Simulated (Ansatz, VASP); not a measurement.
# One calculation of Hg, two programs

```xyz
1
Lattice="1.7184 0.9921 2.2190 -1.7184 0.9921 2.2190 0.0000 -1.9842 2.2190" Properties=species:S:1:pos:R:3 pbc="T T T"
Hg    0.0000    0.0000    0.0000
```

Change from the starting cell: volume scaled by 0.98, PAW files.

Alike in both runs: task electric field gradients; functional PBE; k mesh 12 × 12 × 12; occupations fermi-dirac, width 0.03 eV; no spin polarisation.

|  | VASP | Ansatz |
| --- | --- | --- |
| version | VASP 6.6.1 | Ansatz 0.2.0 |
| potentials or method | VASP PAW PBE potentials, release 64 (Hg_sv_GW) | PAW with Ansatz's default frozen-core files, scalar-relativistic |
| plane-wave cutoff (eV) | 410 | 420 |
| valence electrons in the cell | 20 | 20 |

```tsv
	VASP	Ansatz	Ansatz less VASP
size of Vzz on the site where it differs most (V/Å²)	144.3	128.7	-15.67
```

Spin-orbit coupling is off throughout.
